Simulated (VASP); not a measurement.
# LiCl (Pm-3m) in VASP: notebook, part 2 of 2

VASP 6.6.1.

### Step 5. Single point, r2SCAN

Contents of POSCAR:

```
LiCl
1.0
    3.2711235759      0.0000000000      0.0000000000
    0.0000000000      3.2711235759      0.0000000000
    0.0000000000      0.0000000000      3.2711235759
Li Cl
1 1
Direct
    0.0000000000      0.0000000000      0.0000000000
    0.5000000000      0.5000000000      0.5000000000
```

Contents of INCAR.step1:

```
ALGO = Normal
EDIFF = 1E-4
ENCUT = 520
GGA = PE
ISMEAR = 0
LASPH = T
LCHARG = F
LREAL = F
LWAVE = T
NBANDS = 12
NELM = 60
PREC = Accurate
SIGMA = 0.01
```

Contents of INCAR.step2:

```
ALGO = Normal
EDIFF = 1E-6
ENCUT = 520
ISIF = 2
ISMEAR = 0
ISTART = 1
LASPH = T
LCHARG = F
LMIXTAU = T
LREAL = F
LWAVE = F
METAGGA = R2SCAN
NBANDS = 12
NELM = 60
PREC = Accurate
SIGMA = 0.01
```

Contents of KPOINTS:

```
k-points
0
Gamma
  8 8 8
```

Potentials or basis: VASP PAW PBE potentials, release 64 (Li_sv, Cl).

Run with:

```sh
> cat potpaw_PBE.64/Li_sv/POTCAR potpaw_PBE.64/Cl/POTCAR > POTCAR
> cp INCAR.step1 INCAR
> mpirun -np 1 vasp_std > vasp.out
> cp INCAR.step2 INCAR
> mpirun -np 1 vasp_std > vasp.out
```

OUTCAR:

```text
EDIFF = 1E-6
   ENCUT = 520
   ISIF = 2
   ISMEAR = 0
   ISTART = 1
   LASPH = T
   LREAL = F
   METAGGA = R2SCAN
   NELM = 60
   PREC = Accurate

 ion  position               nearest neighbor table
   1  0.000  0.000  0.000-
   2  0.500  0.500  0.500-

  LATTYP: Found a simple cubic cell.
 ALAT       =     3.2711235759

  Lattice vectors:

 A1 = (   3.2711235759,   0.0000000000,   0.0000000000)
 A2 = (   0.0000000000,   3.2711235759,   0.0000000000)
 A3 = (   0.0000000000,   0.0000000000,   3.2711235759)

Analysis of symmetry for initial positions (statically):
=====================================================================
 Subroutine PRICEL returns:
 Original cell was already a primitive cell.

 Routine SETGRP: Setting up the symmetry group for a
 simple cubic supercell.

 Subroutine GETGRP returns: Found 48 space group operations
 (whereof 48 operations were pure point group operations)
 out of a pool of 48 trial point group operations.

The static configuration has the point symmetry O_h .

Analysis of symmetry for dynamics (positions and initial velocities):
[... 163 lines left out ...]
 fundamental gap:      5.3925547926
 Fermi energy:         1.3819296987

 k-point     1 :       0.0000    0.0000    0.0000
  band No.  band energies     occupation
      1     -45.4489      2.00000
      2     -13.6293      2.00000
      3       0.3801      2.00000
      4       0.3801      2.00000
      5       0.3801      2.00000
      6       6.6183      0.00000
      7      10.6070      0.00000
      8      10.6070      0.00000
      9      15.7232      0.00000
     10      15.7232      0.00000
     11      15.7232      0.00000
     12      19.0204      0.00000
[... 331 lines left out ...]
 k-point    24 :       0.5000    0.3750    0.1250
  band No.  band energies     occupation
      1     -45.4443      2.00000
      2     -12.5962      2.00000
      3      -2.1770      2.00000
      4      -1.7208      2.00000
      5       0.6976      2.00000
      6       7.6212      0.00000
      7      10.5410      0.00000
      8      10.7365      0.00000
      9      13.8488      0.00000
     10      15.0865      0.00000
     11      16.6315      0.00000
     12      17.8517      0.00000

 [... further k-points ...]
[... 5 lines left out ...]
  --------------------------------------------------------------------------------------
  -------------------------------------------------------------------------------------
  Total       -0.1237037     -0.1237037     -0.1237037      0.0000000      0.0000000     -0.0000000
  in kB       -5.6624237     -5.6624237     -5.6624237      0.0000000      0.0000000     -0.0000000
  external PRESSURE =      -5.6624237 kB  Pullay stress =       0.0000000 kB

 VOLUME and BASIS-vectors are now :
 -----------------------------------------------------------------------------
  energy-cutoff  :      520.00
  volume of cell :       35.00
      direct lattice vectors                 reciprocal lattice vectors
     3.271123576  0.000000000  0.000000000     0.305705357  0.000000000  0.000000000
     0.000000000  3.271123576  0.000000000     0.000000000  0.305705357  0.000000000
     0.000000000  0.000000000  3.271123576     0.000000000  0.000000000  0.305705357

 POSITION                                       TOTAL-FORCE (eV/Angst)
 -----------------------------------------------------------------------------------
      0.00000      0.00000      0.00000         0.000000      0.000000      0.000000
      1.63556      1.63556      1.63556         0.000000      0.000000      0.000000
 -----------------------------------------------------------------------------------
    total drift:                                0.000000     -0.000000     -0.000000

  FREE ENERGIE OF THE ION-ELECTRON SYSTEM (eV)
  ---------------------------------------------------
  free  energy   TOTEN  =       -11.9622034389 eV

  energy  without entropy=      -11.9622034389  energy(sigma->0) =      -11.96220344
```

OUTCAR.step1:

```text
EDIFF = 1E-4
   ENCUT = 520
   GGA = PE
   ISMEAR = 0
   LASPH = T
[... 580 lines left out ...]
 -----------------------------------------------------------------------------------
      0.00000      0.00000      0.00000         0.000000      0.000000      0.000000
      1.63556      1.63556      1.63556         0.000000      0.000000      0.000000
 -----------------------------------------------------------------------------------
    total drift:                                0.000000     -0.000000     -0.000000

  FREE ENERGIE OF THE ION-ELECTRON SYSTEM (eV)
  ---------------------------------------------------
  free  energy   TOTEN  =        -6.8212733591 eV

  energy  without entropy=       -6.8212733591  energy(sigma->0) =       -6.82127336
```

Wall time 45 s (1 thread of Intel Xeon 6975P-C, shared host); peak memory 0.14 GiB.

What came out:

| Property | Result |
| --- | --- |
| Free energy | -11.9622 eV |
| Band gap on the k mesh | 5.39 eV, indirect (least direct gap 5.97 eV) |

Caveat: the cutoff is under 1.25 times the usual one of these potentials, so pressure, stress and relaxed cells hold a basis-set (Pulay) error; the PAW data sets were made with another functional, which shifts forces and pressure a little. r2SCAN opens gaps a little over a GGA but as a rule still falls short of measured ones.

### Step 6. Summary

| cell | k mesh | gap on the mesh (eV) |
| --- | --- | --- |
| a = 3.271 Å, 2 atoms | 6 × 6 × 6 | 5.39 |
| a = 3.304 Å, 2 atoms | 6 × 6 × 6 | 5.26 |
| a = 3.335 Å, 2 atoms | 6 × 6 × 6 | 5.14 |
| a = 3.271 Å, 2 atoms | 8 × 8 × 8 | 5.39 |

Alike in all rows: task single point; level r2SCAN; potentials or basis VASP PAW PBE potentials, release 64 (Li_sv, Cl); no spin polarisation; cutoff (eV) 520; smearing gaussian 0.01 eV.

Caveats: the cutoff is under 1.25 times the usual one of these potentials, so pressure, stress and relaxed cells hold a basis-set (Pulay) error; the PAW data sets were made with another functional, which shifts forces and pressure a little.

Total energies depend on the potentials used, so only differences within one code and one set of settings carry meaning.
